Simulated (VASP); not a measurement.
**Eu: single point with PBE**

Crystal: Eu.

```
CELL_PARAMETERS angstrom
-2.19395 2.19395 2.19395
2.19395 -2.19395 2.19395
2.19395 2.19395 -2.19395
ATOMIC_POSITIONS crystal
Eu 0.00000 0.00000 0.00000
```

```json
{
  "Program": "VASP 6.6.1",
  "Task": "single point",
  "Functional": "PBE",
  "Potentials or basis": "VASP PAW PBE potentials, release 64 (Eu)",
  "Cutoff": "520 eV",
  "k mesh": "10 × 10 × 10",
  "Occupations": "fermi-dirac, width 0.2 eV",
  "Spin": "collinear spin, ferromagnetic start",
  "Starting moments": "[7.02] μB",
  "Dipole correction": "no",
  "Further INCAR settings": "ALGO = Normal; EDIFF = 1e-06; NBANDS = 18"
}
```

```
Pressure                                              : -0.1 GPa
Net moment                                            : 7.32 μB per cell
Site moments                                          : Eu +6.65 μB
Valence electrons inside the program's atomic spheres : Eu 14.70
```

Levels at points of the mesh, in eV from the Fermi level:
Spin up:
```tsv
k point	band 8	band 9	band 10	band 11	band 12	band 13	band 14	band 15	band 16	band 17
(0.00, 0.00, 0.00)	-0.85	-0.69	-0.69	-0.69	-0.65	1.75	1.75	1.75	3.47	3.47
(0.50, 0.00, 0.00)	-0.80	-0.71	-0.71	-0.69	-0.67	0.36	0.76	3.37	4.08	5.73
(0.50, 0.50, 0.50)	-0.80	-0.80	-0.80	-0.66	-0.66	-0.66	4.95	4.95	4.95	5.18
```
Spin down:
```csv
k point,band 1,band 2,band 3,band 4,band 5,band 6,band 7,band 8,band 9,band 10
"(0.00, 0.00, 0.00)",-38.71,-18.02,-18.02,-18.02,-3.57,2.79,2.79,2.79,3.69,3.69
"(0.50, 0.00, 0.00)",-38.67,-18.56,-18.20,-18.03,-0.91,1.31,1.60,3.64,3.91,3.97
"(0.50, 0.50, 0.50)",-38.64,-18.40,-18.40,-18.40,-0.30,-0.30,3.70,3.70,3.70,3.83
```

Run time: 46 s on 1 thread of Intel(R) Xeon(R) 6975P-C (Granite Rapids), on a shared host, peak memory 0.21 GiB.

Caveat: spin-orbit coupling is left out, which moves the levels of the heavy elements; semilocal functionals describe open f shells poorly, which spoils levels, moments and volumes. The state reached can hang on the start; a lower one may exist.
